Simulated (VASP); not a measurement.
A run of VASP 6.6.1 is set up as follows.

Contents of INCAR:

```
PREC = Accurate
ENCUT = 520
EDIFF = 1E-7
ISMEAR = 0
SIGMA = 0.1
LREAL = False
LASPH = True
NELM = 100
ALGO = Normal
ISIF = 2
LWAVE = False
LCHARG = False
LDIPOL = True
IDIPOL = 3
DIPOL = 0.5 0.5 0.359
GGA = PE
NBANDS = 31
```

KPOINTS

```
Automatic mesh
0
Gamma
  9 9 1
```

File POSCAR:

```
W3C
1.0
    2.8545944806      0.0000000000      0.0000000000
   -1.4272972403      2.4721513377      0.0000000000
    0.0000000000      0.0000000000     21.6971108210
W C
3 1
Direct
    0.6666666667      0.3333333333      0.1843563428
    0.3333333333      0.6666666667      0.2926027619
    0.0000000000      0.0000000000      0.4008418859
    0.3333333333     -0.3333333333      0.5589274499
```

Potentials or basis: VASP PAW PBE potentials, release 64 (W_sv, C).

Run with:

```sh
$ cat potpaw_PBE.64/W_sv/POTCAR potpaw_PBE.64/C/POTCAR > POTCAR
$ mpirun -np 1 vasp_std > vasp.out
```

(1) What does it give for the band gap on the k mesh?

(2) Estimate the largest force.

Results:

(1) zero (band 23 reaches 0.64 eV, above the bottom of band 24 at -0.29 eV).

(2) 0.835 eV/Å.

Caveat: spin-orbit coupling is left out, which moves the levels of the heavy elements.
